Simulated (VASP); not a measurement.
# Sb (R-3m) in VASP: further runs, part 3 of 3

VASP 6.6.1.

### Step 4. Single point, PBE exchange alone

Input file INCAR:

```
SYSTEM = Sb
PREC = Accurate
ENCUT = 520
EDIFF = 1E-6
ISMEAR = -1
SIGMA = 0.05
LREAL = .FALSE.
LASPH = .TRUE.
NELM = 80
ALGO = Normal
ISIF = 2
LWAVE = .FALSE.
LCHARG = .TRUE.
GGA = PE
ALDAC = 0.0
AGGAC = 0.0
LELF = .TRUE.
LVHAR = .TRUE.
NBANDS = 12
```

Input file KPOINTS:

```
Automatic mesh
0
G
  8 8 8
  0 0 0
```

Input file POSCAR:

```
Sb
1.0
    2.1684666409      1.2519647989      3.7828881425
   -2.1684666409      1.2519647989      3.7828881425
    0.0000000000     -2.5039295978      3.7828881425
Sb
2
Direct
    0.7665100000      0.7665100000      0.7665100000
    0.2334900000      0.2334900000      0.2334900000
```

Potentials or basis: VASP PAW PBE potentials, release 64 (Sb).

On the command line:

```console
$ cat potpaw_PBE.64/Sb/POTCAR > POTCAR
$ mpirun -np 1 vasp_std > vasp.out
```

OUTCAR:

```text
SYSTEM = Sb
   PREC = Accurate
   ENCUT = 520
   EDIFF = 1E-6
   ISMEAR = -1
   LREAL = .FALSE.
   LASPH = .TRUE.
   NELM = 80
   ISIF = 2
   GGA = PE

 ion  position               nearest neighbor table
   1  0.767  0.767  0.767-   2 2.93   2 2.93   2 2.93   2 3.38   2 3.38   2 3.38
   2  0.233  0.233  0.233-   1 2.93   1 2.93   1 2.93   1 3.38   1 3.38   1 3.38

  LATTYP: Found a trigonal (rhomboedric) cell.
 ALAT       =     4.5365081427
 COS(alpha) =     0.5430253624

  Lattice vectors:

 A1 = (   2.1684666409,   1.2519647989,   3.7828881425)
 A2 = (  -2.1684666409,   1.2519647989,   3.7828881425)
 A3 = (   0.0000000000,  -2.5039295978,   3.7828881425)

Analysis of symmetry for initial positions (statically):
=====================================================================
 Subroutine PRICEL returns:
 Original cell was already a primitive cell.

 Routine SETGRP: Setting up the symmetry group for a
 trigonal (rhombohedral) supercell.

 Subroutine GETGRP returns: Found 12 space group operations
 (whereof 12 operations were pure point group operations)
 out of a pool of 12 trial point group operations.

The static configuration has the point symmetry D_3d.

Analysis of symmetry for dynamics (positions and initial velocities):
=====================================================================
 Subroutine PRICEL returns:
 Original cell was already a primitive cell.

 Routine SETGRP: Setting up the symmetry group for a
 trigonal (rhombohedral) supercell.

 Subroutine GETGRP returns: Found 12 space group operations
 (whereof 12 operations were pure point group operations)
 out of a pool of 12 trial point group operations.

The dynamic configuration has the point symmetry D_3d.

 Subroutine INISYM returns: Found 12 space group operations
 (whereof 12 operations are pure point group operations),
 and found     1 'primitive' translations

----------------------------------------------------------------------------------------

                                     Primitive cell

  volume of cell :      61.6197

  direct lattice vectors                    reciprocal lattice vectors
     2.168466641  1.251964799  3.782888143     0.230577677  0.133124084  0.088116096
    -2.168466641  1.251964799  3.782888143    -0.230577677  0.133124084  0.088116096
     0.000000000 -2.503929598  3.782888143     0.000000000 -0.266248167  0.088116096

  length of vectors
     4.536508143  4.536508143  4.536508143     0.280450589  0.280450589  0.280450589

  position of ions in fractional coordinates (direct lattice)
     0.766510000  0.766510000  0.766510000
     0.233490000  0.233490000  0.233490000

  ion indices of the primitive-cell ions
   primitive index   ion index
                 1           1
                 2           2

----------------------------------------------------------------------------------------

 KPOINTS: Automatic mesh

Automatic generation of k-mesh.
 Grid dimensions read from file:
 generate k-points for:    8    8    8

 Generating k-lattice:

  Cartesian coordinates                     Fractional coordinates (reciprocal lattice)
     0.028822210  0.016640510  0.011014512     0.125000000  0.000000000 -0.000000000
    -0.028822210  0.016640510  0.011014512     0.000000000  0.125000000 -0.000000000
     0.000000000 -0.033281021  0.011014512    -0.000000000 -0.000000000  0.125000000

  Length of vectors
     0.035056324  0.035056324  0.035056324

  Shift w.r.t. Gamma in fractional coordinates (k-lattice)
     0.000000000  0.000000000  0.000000000

 Subroutine IBZKPT returns following result:
 ===========================================

 Found     65 irreducible k-points:

 Following reciprocal coordinates:
            Coordinates               Weight
  0.000000  0.000000  0.000000      1.000000
  0.125000  0.000000  0.000000      6.000000
  0.250000  0.000000  0.000000      6.000000
  0.375000  0.000000  0.000000      6.000000
  0.500000  0.000000  0.000000      3.000000
  0.125000  0.125000  0.000000      6.000000
[... 16 lines left out ...]
  0.250000  0.125000  0.125000      6.000000
  0.375000  0.125000  0.125000      6.000000
 [... further k-points ...]
   k-points           NKPTS =     65   k-points in BZ     NKDIM =     65   number of bands    NBANDS=     12
   number of dos      NEDOS =    301   number of ions     NIONS =      2
   total plane-waves  NPLWV =  46656
   dimension x,y,z NGX =    36 NGY =   36 NGZ =   36
   dimension x,y,z NGXF=    72 NGYF=   72 NGZF=   72
   ions per type =               2
   NGX,Y,Z   is equivalent  to a cutoff of  13.19, 13.19, 13.19 a.u.
   NGXF,Y,Z  is equivalent  to a cutoff of  26.39, 26.39, 26.39 a.u.
 SYSTEM =  Sb
   PREC   = accura    normal or accurate (medium, high low for compatibility)
   ISTART =      0    job   : 0-new  1-cont  2-samecut
   ICHARG =      2    charge: 1-file 2-atom 10-const
   ISPIN  =      1    spin polarized calculation?
   LNONCOLLINEAR =      F non collinear calculations
   LSORBIT =      F    spin-orbit coupling
   LASPH  =      T    aspherical Exc in radial PAW
   ENCUT  =  520.0 eV  38.22 Ry    6.18 a.u.   8.43  8.43  8.43*2*pi/ulx,y,z
   NELM   =     80;   NELMIN=  2; NELMDL= -5     # of ELM steps
   EDIFF  = 0.1E-05   stopping-criterion for ELM
   LREAL  =      F    real-space projection
   EDIFFG = 0.1E-04   stopping-criterion for IOM
   NSW    =      0    number of steps for IOM
   IBRION =     -1    ionic relax: 0-MD 1-quasi-New 2-CG
   NFREE  =      0    steps in history (QN), initial steepest desc. (CG)
   ISIF   =      2    stress and relaxation
   ISYM   =      2    0-nonsym 1-usesym 2-fastsym
   POTIM  = 0.5000    time-step for ionic-motion
   TEBEG  =    0.0;   TEEND  =   0.0 temperature during run
   PSTRESS=    0.0 pullay stress
   NELECT =      10.0000    total number of electrons
   NUPDOWN=      -1.0000    fix difference up-down
   EMIN   =  10.00;   EMAX   =-10.00  energy-range for DOS
   EFERMI =   0.00;   METHOD = LEGACY
   ISMEAR =    -1;   SIGMA  =   0.05  broadening in eV -4-tet -1-fermi 0-gaus
   EFERMI_NEDOS =   21; number of points for ismear=-14 and -15
   IALGO  =     38    algorithm
   IMIX   =      4    mixing-type and parameters
     AMIX     =   0.40;   BMIX     =  1.00
     AMIX_MAG =   1.60;   BMIX_MAG =  1.00
  volume/ion in A,a.u.               =      30.81       207.92
  Fermi-wavevector in a.u.,A,eV,Ry     =   0.892966  1.687461 10.849128  0.797388
  Thomas-Fermi vector in A             =   2.014983
   LORBIT       =      0    0 simple, 1 ext, 2 COOP (PROOUT), +10 PAW based schemes
   GGA     = PE    functional components
   LHFCALC =     F    Hartree Fock is set to
   AEXX    =    0.0000 exact exchange contribution
   IVDW    =     0    specifies the selected vdW correction
   LEPSILON=     F    determine dielectric tensor
   LRPA    =     F    only Hartree local field effects (RPA)
 non-spin polarized calculation
  energy-cutoff  :      520.00
  volume of cell :       61.62
 maximum number of plane-waves:      1671
 NGX is ok and might be reduce to    36
   NGX = 17   NGY = 17   NGZ = 17

 number of electron      10.0000000 magnetization

 Free energy of the ion-electron system (eV)
  ---------------------------------------------------
  ext. energy  EPLUGINS =         0.00000000
  ---------------------------------------------------
  free energy    TOTEN  =        -5.30858778 eV

  energy without entropy =       -5.30566759  energy(sigma->0) =       -5.30712768

 E-fermi :   8.6549     XC(G=0):  -7.7870

 val. band max:        8.6198392418   @ k =   0.3750   0.2500   0.2500
 cond. band min:       8.6779671391   @ k =   0.3750   0.1250   0.1250
 fundamental gap:      0.0581278973
 Fermi energy:         8.6549098001

 k-point     1 :       0.0000    0.0000    0.0000
  band No.  band energies     occupation
      1      -4.0193      2.00000
      2       3.5722      2.00000
      3       6.5143      2.00000
      4       6.7553      2.00000
      5       6.7553      2.00000
      6      10.6184      0.00000
      7      11.1837      0.00000
      8      11.1837      0.00000
      9      13.8326      0.00000
     10      13.8326      0.00000
     11      13.9727      0.00000
     12      15.5476      0.00000
[... 331 lines left out ...]
 k-point    24 :       0.3750    0.1250    0.1250
  band No.  band energies     occupation
      1      -3.0512      2.00000
      2       0.9893      2.00000
      3       5.2894      2.00000
      4       7.0351      2.00000
      5       8.6780      0.77343
      6       8.7008      0.57068
      7       9.2245      0.00002
      8      11.5431      0.00000
      9      13.8014      0.00000
     10      14.6987      0.00000
     11      15.9220      0.00000
     12      17.6226      0.00000

 [... further k-points ...]
[... 5 lines left out ...]
  --------------------------------------------------------------------------------------
  -------------------------------------------------------------------------------------
  Total        4.3251033      4.3251033      4.1453404      0.0000000     -0.0000000      0.0000000
  in kB      112.4572478    112.4572478    107.7832227      0.0000000     -0.0000000      0.0000000
  external PRESSURE =     110.8992394 kB  Pullay stress =       0.0000000 kB

 VOLUME and BASIS-vectors are now :
 -----------------------------------------------------------------------------
  energy-cutoff  :      520.00
  volume of cell :       61.62
      direct lattice vectors                 reciprocal lattice vectors
     2.168466641  1.251964799  3.782888143     0.230577677  0.133124084  0.088116096
    -2.168466641  1.251964799  3.782888143    -0.230577677  0.133124084  0.088116096
     0.000000000 -2.503929598  3.782888143     0.000000000 -0.266248167  0.088116096

 POSITION                                       TOTAL-FORCE (eV/Angst)
 -----------------------------------------------------------------------------------
      0.00000      0.00000      8.69886         0.000000     -0.000000     -0.253675
      0.00000      0.00000      2.64980         0.000000      0.000000      0.253675
 -----------------------------------------------------------------------------------
    total drift:                                0.000000     -0.000000     -0.000000

  FREE ENERGIE OF THE ION-ELECTRON SYSTEM (eV)
  ---------------------------------------------------
  free  energy   TOTEN  =        -5.3085877753 eV

  energy  without entropy=       -5.3056675878  energy(sigma->0) =       -5.30712768
```

OSZICAR:

```text
N       E                     dE             d eps       ncg     rms          rms(c)
DAV:   1     0.384347013427E+02    0.38435E+02   -0.36112E+03  1560   0.660E+02
DAV:   2    -0.329586384666E+01   -0.41731E+02   -0.39988E+02  2044   0.107E+02
DAV:   3    -0.527517221798E+01   -0.19793E+01   -0.19665E+01  1936   0.258E+01
DAV:   4    -0.529246790147E+01   -0.17296E-01   -0.17294E-01  1784   0.288E+00
DAV:   5    -0.529269619896E+01   -0.22830E-03   -0.22829E-03  1920   0.366E-01    0.303E+00
DAV:   6    -0.529979867310E+01   -0.71025E-02   -0.73619E-03  1784   0.565E-01    0.185E+00
DAV:   7    -0.530811091929E+01   -0.83122E-02   -0.17951E-02  1720   0.887E-01    0.104E-01
DAV:   8    -0.530850719370E+01   -0.39627E-03   -0.64279E-04  1936   0.170E-01    0.454E-02
DAV:   9    -0.530858664062E+01   -0.79447E-04   -0.13774E-04  1760   0.831E-02    0.800E-03
DAV:  10    -0.530858735809E+01   -0.71747E-06   -0.10774E-05  1880   0.181E-02    0.457E-03
DAV:  11    -0.530858777527E+01   -0.41718E-06   -0.18803E-06  1788   0.914E-03
   1 F= -.53085878E+01 E0= -.53071277E+01  d E =-.292019E-02
```

stdout:

```text
POSCAR found type information on POSCAR Sb
 POSCAR found :  1 types and       2 ions
 scaLAPACK will be used
 LDA part: xc-table for (Slater+PW92), standard interpolation
 POSCAR, INCAR and KPOINTS ok, starting setup
 FFT: planning ... GRIDC
 FFT: planning ... GRID_SOFT
 FFT: planning ... GRID
 WAVECAR not read
 entering main loop
```

Wall time 21 s (1 thread of Intel Xeon 6975P-C (Granite Rapids), shared host); peak memory 0.21 GiB.

What came out:

* Free energy: -5.3086 eV
* Pressure: 11.1 GPa
* Largest force: 0.254 eV/Å
* Band gap on the k mesh: zero (band 5 reaches 8.68 eV, above the bottom of band 6 at 8.42 eV)

Forces on the atoms (eV/Å):
```
Sb   0.000  0.000 -0.254
Sb   0.000  0.000  0.254
```

Stress tensor (GPa, compression positive):
```
11.25  0.00  0.00
 0.00 11.25  0.00
 0.00  0.00 10.78
```

Levels at points of the mesh, in eV from the Fermi level:
| k point | band 3 | band 4 | band 5 | band 6 | band 7 | band 8 |
| --- | --- | --- | --- | --- | --- | --- |
| (0.00, 0.00, 0.00) | -2.14 | -1.90 | -1.90 | 1.96 | 2.53 | 2.53 |
| (0.50, 0.00, 0.00) | -2.01 | -1.90 | -0.39 | -0.24 | 0.18 | 0.43 |
| (0.50, 0.50, 0.00) | -5.36 | -3.75 | -3.67 | 1.72 | 4.66 | 5.32 |
| (0.50, 0.50, 0.50) | -1.40 | -1.40 | -0.54 | 0.05 | 0.05 | 1.03 |

Caveat: spin-orbit coupling is left out, which moves the levels of the heavy elements.

### Step 5. Single point, LDA

This run uses another cell than the first one, of 31.41 Å³/atom, 1.020 times its volume.

Input file INCAR:

```
ALGO = Normal
EDIFF = 1E-7
ENCUT = 520
GGA = CA
ISIF = 2
ISMEAR = -1
LASPH = T
LCHARG = T
LELF = T
LREAL = F
LVHAR = T
LWAVE = F
NBANDS = 12
NELM = 60
PREC = Accurate
SIGMA = 0.05
```

Input file KPOINTS:

```
k-points
0
Gamma
  8 8 8
```

Input file POSCAR:

```
Sb
1.0
    2.1825479877      1.2600946682      3.8074530396
   -2.1825479877      1.2600946682      3.8074530396
    0.0000000000     -2.5201893365      3.8074530396
Sb
2
Direct
    0.7665100000      0.7665100000      0.7665100000
    0.2334900000      0.2334900000      0.2334900000
```

Potentials or basis: VASP PAW LDA potentials, release 64 (Sb).

On the command line:

```console
$ cat potpaw_LDA.64/Sb/POTCAR > POTCAR
$ mpirun -np 1 vasp_std > vasp.out
```

Wall time 20 s (1 thread of Intel Xeon 6975P-C (Granite Rapids), shared host); peak memory 0.19 GiB.

The run converged. Its results:

```yaml
Free_energy: -9.5960 eV
Pressure: -3.0 GPa
Largest_force: 0.119 eV/Å
Band_gap_on_the_k_mesh: zero (band 5 reaches 6.68 eV, above the bottom of band 6 at 6.39 eV)
```

Forces on the atoms (eV/Å):
```
Sb   0.000  0.000  0.119
Sb   0.000  0.000 -0.119
```

Stress tensor (GPa, compression positive):
```
-2.93  0.00  0.00
 0.00 -2.93  0.00
 0.00  0.00 -3.03
```

Levels at points of the mesh, in eV from the Fermi level:
| k point | band 1 | band 2 | band 3 | band 4 | band 5 | band 6 | band 7 | band 8 | band 9 | band 10 |
| --- | --- | --- | --- | --- | --- | --- | --- | --- | --- | --- |
| (0.00, 0.00, 0.00) | -12.47 | -5.13 | -1.99 | -1.75 | -1.75 | 1.99 | 2.57 | 2.57 | 5.08 | 5.08 |
| (0.50, 0.00, 0.00) | -10.23 | -9.52 | -1.87 | -1.77 | -0.31 | -0.29 | 0.15 | 0.50 | 7.42 | 8.00 |
| (0.50, 0.50, 0.00) | -10.26 | -8.03 | -5.24 | -3.59 | -3.51 | 1.62 | 4.64 | 5.24 | 6.47 | 8.45 |
| (0.50, 0.50, 0.50) | -11.03 | -8.87 | -1.27 | -1.27 | -0.62 | 0.14 | 0.14 | 0.99 | 6.82 | 8.47 |

Caveat: spin-orbit coupling is left out, which moves the levels of the heavy elements.

### Step 6. Summary

```tsv
level	potentials or basis	cell	gap on the mesh (eV)	pressure (GPa)	largest force (eV/Å)
LDA	VASP PAW LDA potentials, release 64 (Sb)	a = 4.537 Å, angles 57.1°, 2 atoms	none	-2.0	0.03
RPBE+D4	VASP PAW PBE potentials, release 64 (Sb)	a = 4.537 Å, angles 57.1°, 2 atoms	none	-2.3	0.15
PBE exchange alone	VASP PAW PBE potentials, release 64 (Sb)	a = 4.537 Å, angles 57.1°, 2 atoms	none	11.1	0.25
LDA	VASP PAW LDA potentials, release 64 (Sb)	a = 4.566 Å, angles 57.1°, 2 atoms	none	-3.0	0.12
```

Alike in all rows: task single point; no spin polarisation; k mesh 8 × 8 × 8; cutoff (eV) 520; smearing fermi-dirac 0.05 eV.

Caveats: spin-orbit coupling is left out, which moves the levels of the heavy elements; the PAW data sets were made with another functional, which shifts forces and pressure a little (some runs); pairwise dispersion overbinds metals, which lowers pressure and volume (some runs).

Absolute energies hang on the potentials; compare differences alone.
